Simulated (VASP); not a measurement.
# SrCl2 (Fm-3m) in VASP: single point with PBE

Aim: the single point of SrCl2 with PBE.

Everything below comes from runs of VASP 6.6.1. Logs are shortened: lines on timing, memory, paths and dates and some standing lists are left out, and cuts for length are marked.

### 1 The cell of the first run

Symmetry: Fm-3m, No. 225, cubic system. Conventional cell: a = 6.977 Å, b = 6.977 Å, c = 6.977 Å, α = 90.00°, β = 90.00°, γ = 90.00°. Within 4.0 Å of Sr (site symmetry m-3m) lie 8 Cl at 3.02 Å. Cl (site symmetry -43m) has 4 Sr at 3.02 Å and 6 Cl at 3.49 Å within 4.0 Å.

### 2 Single point, PBE

Input file INCAR:

```
SYSTEM = SrCl2
PREC = Accurate
ENCUT = 500
EDIFF = 1E-6
ISMEAR = 0
SIGMA = 0.01
LREAL = .FALSE.
LASPH = .TRUE.
NELM = 120
ALGO = Normal
ISIF = 2
LWAVE = .FALSE.
LCHARG = .FALSE.
GGA = PE
NBANDS = 19
GGA_COMPAT = .FALSE.
```

Input file KPOINTS:

```
regular mesh
0
G
  5 5 5
  0 0 0
```

Input file POSCAR:

```
SrCl2
1.0
    0.0000000000      3.4883500000      3.4883500000
    3.4883500000      0.0000000000      3.4883500000
    3.4883500000      3.4883500000      0.0000000000
Sr Cl
1 2
Direct
    0.0000000000      0.0000000000      0.0000000000
    0.2500000000      0.2500000000      0.2500000000
    0.7500000000      0.7500000000      0.7500000000
```

Potentials or basis: VASP PAW PBE potentials, release 64 (Sr_sv, Cl).

On the command line:

```bash
cat potpaw_PBE.64/Sr_sv/POTCAR potpaw_PBE.64/Cl/POTCAR > POTCAR
mpirun -np 1 vasp_std > vasp.out
```

OUTCAR:

```text
SYSTEM = SrCl2
   PREC = Accurate
   ENCUT = 500
   EDIFF = 1E-6
   ISMEAR = 0
   LREAL = .FALSE.
   LASPH = .TRUE.
   NELM = 120
   ISIF = 2
   GGA = PE

 ion  position               nearest neighbor table
   1  0.000  0.000  0.000-   3 3.02   3 3.02   3 3.02   2 3.02   3 3.02   2 3.02   2 3.02   2 3.02

   2  0.250  0.250  0.250-   1 3.02   1 3.02   1 3.02   1 3.02
   3  0.750  0.750  0.750-   1 3.02   1 3.02   1 3.02   1 3.02

  LATTYP: Found a face centered cubic cell.
 ALAT       =     6.9767000000

  Lattice vectors:

 A1 = (   0.0000000000,   3.4883500000,   3.4883500000)
 A2 = (   3.4883500000,   0.0000000000,   3.4883500000)
 A3 = (   3.4883500000,   3.4883500000,   0.0000000000)

Analysis of symmetry for initial positions (statically):
=====================================================================
 Subroutine PRICEL returns:
 Original cell was already a primitive cell.

 Routine SETGRP: Setting up the symmetry group for a
 face centered cubic supercell.

 Subroutine GETGRP returns: Found 48 space group operations
 (whereof 48 operations were pure point group operations)
 out of a pool of 48 trial point group operations.

The static configuration has the point symmetry O_h .

Analysis of symmetry for dynamics (positions and initial velocities):
=====================================================================
 Subroutine PRICEL returns:
 Original cell was already a primitive cell.

 Routine SETGRP: Setting up the symmetry group for a
 face centered cubic supercell.

 Subroutine GETGRP returns: Found 48 space group operations
 (whereof 48 operations were pure point group operations)
 out of a pool of 48 trial point group operations.

The dynamic configuration has the point symmetry O_h .

 Subroutine INISYM returns: Found 48 space group operations
 (whereof 48 operations are pure point group operations),
 and found     1 'primitive' translations

----------------------------------------------------------------------------------------

                                     Primitive cell

  volume of cell :      84.8966

  direct lattice vectors                    reciprocal lattice vectors
     0.000000000  3.488350000  3.488350000    -0.143334241  0.143334241  0.143334241
     3.488350000  0.000000000  3.488350000     0.143334241 -0.143334241  0.143334241
     3.488350000  3.488350000  0.000000000     0.143334241  0.143334241 -0.143334241

  length of vectors
     4.933271880  4.933271880  4.933271880     0.248262188  0.248262188  0.248262188

  position of ions in fractional coordinates (direct lattice)
     0.000000000  0.000000000  0.000000000
     0.250000000  0.250000000  0.250000000
     0.750000000  0.750000000  0.750000000

  ion indices of the primitive-cell ions
   primitive index   ion index
                 1           1
                 2           2
                 3           3

----------------------------------------------------------------------------------------

 KPOINTS: regular mesh

Automatic generation of k-mesh.
 Grid dimensions read from file:
 generate k-points for:    5    5    5

 Generating k-lattice:

  Cartesian coordinates                     Fractional coordinates (reciprocal lattice)
    -0.028666848  0.028666848  0.028666848     0.200000000  0.000000000  0.000000000
     0.028666848 -0.028666848  0.028666848     0.000000000  0.200000000  0.000000000
     0.028666848  0.028666848 -0.028666848     0.000000000  0.000000000  0.200000000

  Length of vectors
     0.049652438  0.049652438  0.049652438

  Shift w.r.t. Gamma in fractional coordinates (k-lattice)
     0.000000000  0.000000000  0.000000000

 Subroutine IBZKPT returns following result:
 ===========================================

 Found     10 irreducible k-points:

 Following reciprocal coordinates:
            Coordinates               Weight
  0.000000  0.000000  0.000000      1.000000
  0.200000  0.000000  0.000000      8.000000
  0.400000  0.000000  0.000000      8.000000
  0.200000  0.200000  0.000000      6.000000
  0.400000  0.200000  0.000000     24.000000
 -0.400000  0.200000  0.000000     24.000000
 -0.200000  0.200000  0.000000     12.000000
  0.400000  0.400000  0.000000      6.000000
 -0.400000  0.400000  0.000000     12.000000
 -0.400000  0.400000  0.200000     24.000000
   k-points           NKPTS =     10   k-points in BZ     NKDIM =     10   number of bands    NBANDS=     19
   number of dos      NEDOS =    301   number of ions     NIONS =      3
   total plane-waves  NPLWV =  46656
   dimension x,y,z NGX =    36 NGY =   36 NGZ =   36
   dimension x,y,z NGXF=    72 NGYF=   72 NGZF=   72
   ions per type =               1   2
   NGX,Y,Z   is equivalent  to a cutoff of  12.13, 12.13, 12.13 a.u.
   NGXF,Y,Z  is equivalent  to a cutoff of  24.26, 24.26, 24.26 a.u.
 SYSTEM =  SrCl2
   PREC   = accura    normal or accurate (medium, high low for compatibility)
   ISTART =      0    job   : 0-new  1-cont  2-samecut
   ICHARG =      2    charge: 1-file 2-atom 10-const
   ISPIN  =      1    spin polarized calculation?
   LNONCOLLINEAR =      F non collinear calculations
   LSORBIT =      F    spin-orbit coupling
   LASPH  =      T    aspherical Exc in radial PAW
   ENCUT  =  500.0 eV  36.75 Ry    6.06 a.u.   8.99  8.99  8.99*2*pi/ulx,y,z
   NELM   =    120;   NELMIN=  2; NELMDL= -5     # of ELM steps
   EDIFF  = 0.1E-05   stopping-criterion for ELM
   LREAL  =      F    real-space projection
   EDIFFG = 0.1E-04   stopping-criterion for IOM
   NSW    =      0    number of steps for IOM
   IBRION =     -1    ionic relax: 0-MD 1-quasi-New 2-CG
   NFREE  =      0    steps in history (QN), initial steepest desc. (CG)
   ISIF   =      2    stress and relaxation
   ISYM   =      2    0-nonsym 1-usesym 2-fastsym
   POTIM  = 0.5000    time-step for ionic-motion
   TEBEG  =    0.0;   TEEND  =   0.0 temperature during run
   PSTRESS=    0.0 pullay stress
   NELECT =      24.0000    total number of electrons
   NUPDOWN=      -1.0000    fix difference up-down
   EMIN   =  10.00;   EMAX   =-10.00  energy-range for DOS
   EFERMI =   0.00;   METHOD = LEGACY
   ISMEAR =     0;   SIGMA  =   0.01  broadening in eV -4-tet -1-fermi 0-gaus
   EFERMI_NEDOS =   21; number of points for ismear=-14 and -15
   IALGO  =     38    algorithm
   IMIX   =      4    mixing-type and parameters
     AMIX     =   0.40;   BMIX     =  1.00
     AMIX_MAG =   1.60;   BMIX_MAG =  1.00
  volume/ion in A,a.u.               =      28.30       190.97
  Fermi-wavevector in a.u.,A,eV,Ry     =   1.074439  2.030396 15.706833  1.154420
  Thomas-Fermi vector in A             =   2.210267
   LORBIT       =      0    0 simple, 1 ext, 2 COOP (PROOUT), +10 PAW based schemes
   GGA     = PE    functional components
   LHFCALC =     F    Hartree Fock is set to
   AEXX    =    0.0000 exact exchange contribution
   IVDW    =     0    specifies the selected vdW correction
   LEPSILON=     F    determine dielectric tensor
   LRPA    =     F    only Hartree local field effects (RPA)
 non-spin polarized calculation
 Gauss-broadening in eV      SIGMA  =   0.01
  energy-cutoff  :      500.00
  volume of cell :       84.90
 maximum number of plane-waves:      2182
   NGX = 17   NGY = 17   NGZ = 17

 number of electron      24.0000003 magnetization

 Free energy of the ion-electron system (eV)
  ---------------------------------------------------
  ext. energy  EPLUGINS =         0.00000000
  ---------------------------------------------------
  free energy    TOTEN  =       -12.78201226 eV

  energy without entropy =      -12.78201226  energy(sigma->0) =      -12.78201226

 E-fermi :   0.1605     XC(G=0):  -8.2830

 val. band max:        0.0825850590   @ k =  -0.4000   0.4000   0.0000
 cond. band min:       5.4905336304   @ k =   0.0000   0.0000   0.0000
 fundamental gap:      5.4079485713
 Fermi energy:         0.1605306504

 k-point     1 :       0.0000    0.0000    0.0000
  band No.  band energies     occupation
      1     -32.7341      2.00000
      2     -14.7257      2.00000
      3     -14.7257      2.00000
      4     -14.7257      2.00000
      5     -13.1527      2.00000
      6     -12.3027      2.00000
[... 11 lines left out ...]
     18       9.1887      0.00000
     19       9.4669      0.00000

 k-point     2 :       0.2000    0.0000    0.0000
  band No.  band energies     occupation
      1     -32.7330      2.00000
      2     -14.8430      2.00000
      3     -14.7305      2.00000
      4     -14.7305      2.00000
      5     -12.9513      2.00000
      6     -12.3781      2.00000
[... 11 lines left out ...]
     18       8.8447      0.00000
     19       9.9344      0.00000

 k-point     3 :       0.4000    0.0000    0.0000
  band No.  band energies     occupation
      1     -32.7312      2.00000
      2     -14.9882      2.00000
      3     -14.7382      2.00000
      4     -14.7382      2.00000
      5     -12.7598      2.00000
      6     -12.3974      2.00000
[... 11 lines left out ...]
     18       8.7491      0.00000
     19       8.8425      0.00000

 k-point     4 :       0.2000    0.2000    0.0000
  band No.  band energies     occupation
      1     -32.7326      2.00000
      2     -14.8705      2.00000
      3     -14.7371      2.00000
      4     -14.7371      2.00000
      5     -12.8739      2.00000
      6     -12.4123      2.00000
[... 11 lines left out ...]
     18       8.9358      0.00000
     19       9.0027      0.00000

 k-point     5 :       0.4000    0.2000    0.0000
  band No.  band energies     occupation
      1     -32.7311      2.00000
      2     -14.9687      2.00000
      3     -14.7760      2.00000
      4     -14.7454      2.00000
      5     -12.6503      2.00000
      6     -12.4754      2.00000
[... 11 lines left out ...]
     18       8.6804      0.00000
     19       9.7090      0.00000

 k-point     6 :      -0.4000    0.2000    0.0000
  band No.  band energies     occupation
      1     -32.7305      2.00000
      2     -14.9700      2.00000
      3     -14.8291      2.00000
      4     -14.7439      2.00000
      5     -12.6350      2.00000
      6     -12.4288      2.00000
[... 11 lines left out ...]
     18       9.0142      0.00000
     19       9.4260      0.00000

 k-point     7 :      -0.2000    0.2000    0.0000
  band No.  band energies     occupation
      1     -32.7317      2.00000
      2     -14.9176      2.00000
      3     -14.7851      2.00000
      4     -14.7347      2.00000
      5     -12.7335      2.00000
      6     -12.4533      2.00000
[... 11 lines left out ...]
     18       8.9056      0.00000
     19      10.0558      0.00000

 k-point     8 :       0.4000    0.4000    0.0000
  band No.  band energies     occupation
      1     -32.7303      2.00000
      2     -15.0456      2.00000
      3     -14.7555      2.00000
      4     -14.7555      2.00000
      5     -12.5786      2.00000
      6     -12.4630      2.00000
[... 11 lines left out ...]
     18       8.2424      0.00000
     19      10.0302      0.00000

 k-point     9 :      -0.4000    0.4000    0.0000
  band No.  band energies     occupation
      1     -32.7299      2.00000
      2     -15.0188      2.00000
      3     -14.8218      2.00000
      4     -14.7545      2.00000
      5     -12.5694      2.00000
      6     -12.4257      2.00000
[... 11 lines left out ...]
     18       9.6548      0.00000
     19       9.7972      0.00000

 k-point    10 :      -0.4000    0.4000    0.2000
  band No.  band energies     occupation
      1     -32.7301      2.00000
      2     -14.9652      2.00000
      3     -14.8620      2.00000
      4     -14.7539      2.00000
      5     -12.5146      2.00000
      6     -12.5006      2.00000
[... 11 lines left out ...]
     18       9.3034      0.00000
     19      10.2186      0.00000

------------------------ aborting loop because EDIFF is reached ----------------------------------------

  FORCE on cell =-STRESS in cart. coord.  units (eV):
  Direction    XX          YY          ZZ          XY          YZ          ZX
  --------------------------------------------------------------------------------------
  -------------------------------------------------------------------------------------
  Total        0.5567573      0.5567573      0.5567573     -0.0000000     -0.0000000      0.0000000
  in kB       10.5071843     10.5071843     10.5071843     -0.0000000     -0.0000000      0.0000000
  external PRESSURE =      10.5071843 kB  Pullay stress =       0.0000000 kB

 VOLUME and BASIS-vectors are now :
 -----------------------------------------------------------------------------
  energy-cutoff  :      500.00
  volume of cell :       84.90
      direct lattice vectors                 reciprocal lattice vectors
     0.000000000  3.488350000  3.488350000    -0.143334241  0.143334241  0.143334241
     3.488350000  0.000000000  3.488350000     0.143334241 -0.143334241  0.143334241
     3.488350000  3.488350000  0.000000000     0.143334241  0.143334241 -0.143334241

 POSITION                                       TOTAL-FORCE (eV/Angst)
 -----------------------------------------------------------------------------------
      0.00000      0.00000      0.00000        -0.000000     -0.000000     -0.000000
      1.74418      1.74418      1.74418         0.000000      0.000000      0.000000
      5.23252      5.23252      5.23252        -0.000000     -0.000000     -0.000000
 -----------------------------------------------------------------------------------
    total drift:                                0.000000      0.000000      0.000000

  FREE ENERGIE OF THE ION-ELECTRON SYSTEM (eV)
  ---------------------------------------------------
  free  energy   TOTEN  =       -12.7820122603 eV

  energy  without entropy=      -12.7820122603  energy(sigma->0) =      -12.78201226
```

It took 17 s on 1 thread of Intel Xeon 8259CL, shared host; peak memory 0.21 GiB.

What came out:

| Property | Result |
| --- | --- |
| Free energy | -12.7820 eV |
| Pressure | 1.1 GPa |
| Band gap on the k mesh | 5.41 eV (least direct gap 5.67 eV) |

Caveat: an odd mesh through Γ misses points on the zone boundary, where band edges can lie. A hybrid or GW would open this gap; PBE tends to underestimate it.
